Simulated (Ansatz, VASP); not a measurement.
One calculation of Al5InAs6, two programs

```
Al In As
1.0
    -3.54259    6.13553    0.00149
    -7.08479    0.00021    0.00023
    -3.54269    2.04676    6.72567
Al In As
5 1 6
Direct
  0.16653 0.83770 0.49981
  0.83779 0.49582 0.49987
  0.49592 0.16645 0.49985
  0.99841 0.99845 0.00484
  0.33583 0.33588 0.99250
  0.66671 0.66670 0.00001
  0.27274 0.97690 0.13041
  0.97679 0.62007 0.13045
  0.61994 0.27282 0.13043
  0.12239 0.12234 0.63276
  0.79762 0.79759 0.60708
  0.46033 0.46029 0.61900
```

Change from the starting cell: cell x1, atoms moved at random (sigma 0.1 Å) and cell strained at random (1.5 %), then relaxed without symmetry.

Alike in both runs: functional PBE; k mesh 3 × 3 × 3; occupations gaussian, width 0.1 eV; no spin polarisation.

Ansatz relaxed the structure, and its values are those at the end. VASP's run is a single point on that final structure, the one shown.

|  | VASP | Ansatz |
| --- | --- | --- |
| version | VASP 6.6.1 | Ansatz 0.2.0 |
| potentials or method | VASP PAW PBE potentials, release 64 (Al, In_d, As), cutoff 520 eV | scalar-relativistic, plane waves, PAW |
| valence electrons in the cell | 58 | 118 |

VASP gave:

| Property | Result |
| --- | --- |
| gap on the k mesh at the Fermi level (eV) | 1.35 |
| least direct gap on the mesh (eV) | 1.35 |
| pressure (GPa) | 0.1 |

**Question.** What did Ansatz give for the same quantities?

**Answer.** gap on the k mesh at the Fermi level (eV): 1.34; least direct gap on the mesh (eV): 1.34; pressure (GPa): 0.0.

VASP's potentials hold 58 valence electrons a cell and Ansatz's 118, so a difference there can come from the potentials and not from the codes.
